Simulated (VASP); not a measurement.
Input of a VASP 6.6.1 run:

File INCAR:

```
SYSTEM = Ba
PREC = Accurate
ENCUT = 520
EDIFF = 1E-7
ISMEAR = -1
SIGMA = 0.1
LREAL = .False.
LASPH = .True.
NELM = 80
ALGO = Normal
ISIF = 2
LWAVE = .False.
LCHARG = .False.
NBANDS = 11
```

KPOINTS

```
regular mesh
0
Gamma
  10 10 10
  0 0 0
```

The input POSCAR:

```
Ba
1.0
    0.0000000000      2.9122651152      2.9122651152
    2.9122651152      0.0000000000      2.9122651152
    2.9122651152      2.9122651152      0.0000000000
Ba
1
Direct
    0.0000000000      0.0000000000      0.0000000000
```

Potentials or basis: VASP PAW LDA potentials, release 64 (Ba_sv).

Command:

```sh
$ cat potpaw_LDA.64/Ba_sv/POTCAR > POTCAR
$ mpirun -np 1 vasp_std > vasp.out
```

Question: What does it give for the pressure?

Answer: 1.0 GPa.

Question: Predict the band gap on the k mesh.

Answer: Zero (bands 5 and 6 overlap by 0.64 eV).

Caveat: spin-orbit coupling is left out, which moves the levels of the heavy elements.
